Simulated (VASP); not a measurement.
WSe2: single point with PBE+D3(BJ)

WSe2:

```
CELL_PARAMETERS angstrom
3.18080 0.00000 0.00000
-1.59040 2.75465 0.00000
0.00000 0.00000 12.94098
ATOMIC_POSITIONS crystal
W 0.66667 0.33333 0.24996
W 0.33333 0.66667 0.75004
Se 0.33333 0.66667 0.38306
Se 0.66667 0.33333 0.88314
Se 0.33333 0.66667 0.11686
Se 0.66667 0.33333 0.61694
```

This cell differs from its parent crystal: biaxial strain in the a-b plane: -3.0 %, then relaxed in part.

- Program: VASP 6.6.1
- Task: single point
- Functional: PBE
- Dispersion: D3(BJ)
- Potentials or basis: VASP PAW PBE potentials, release 64 (W_sv, Se)
- Cutoff: 520 eV
- k mesh: 12 × 12 × 2
- Occupations: gaussian, width 0.02 eV
- Spin: no spin polarisation
- Dipole correction: no
- Further INCAR settings: ALGO = Normal; EDIFF = 1e-07; NBANDS = 35

The pressure is 5.7 GPa. The largest force is 0.054 eV/Å and the band gap on the k mesh is 0.88 eV, indirect (least direct gap 1.68 eV). The dispersion energy per atom is -0.500 eV.

Forces on the atoms (eV/Å):
```
W    0.000  0.000  0.000
W    0.000  0.000  0.000
Se   0.000  0.000  0.054
Se   0.000  0.000  0.053
Se   0.000  0.000 -0.053
Se   0.000  0.000 -0.054
```

Stress tensor (GPa, compression positive):
```
8.23 0.00 0.00
0.00 8.23 0.00
0.00 0.00 0.50
```

Levels at points of the mesh, in eV from the valence-band top:
```csv
k point,band 23,band 24,band 25,band 26,band 27,band 28,band 29,band 30
"(0.00, 0.00, 0.00)",-1.03,-0.97,-0.97,-0.08,3.10,3.10,3.11,3.11
"(0.50, 0.00, 0.00)",-1.38,-1.27,-0.90,-0.58,2.45,2.78,2.82,3.10
"(0.00, 0.00, 0.50)",-1.00,-1.00,-0.34,-0.34,3.10,3.10,3.10,3.10
"(0.50, 0.00, 0.50)",-1.31,-1.31,-0.74,-0.74,2.80,2.80,2.80,2.80
```

It took 62 s on 1 thread of Intel(R) Xeon(R) 6975P-C (Granite Rapids), with other jobs on the host, peak memory 0.3 GiB.

Caveat: the cell differs from its parent crystal (biaxial strain in the a-b plane: -3.0 %, then relaxed in part); spin-orbit coupling is left out, which moves the levels of the heavy elements. A k mesh can miss the band edges.
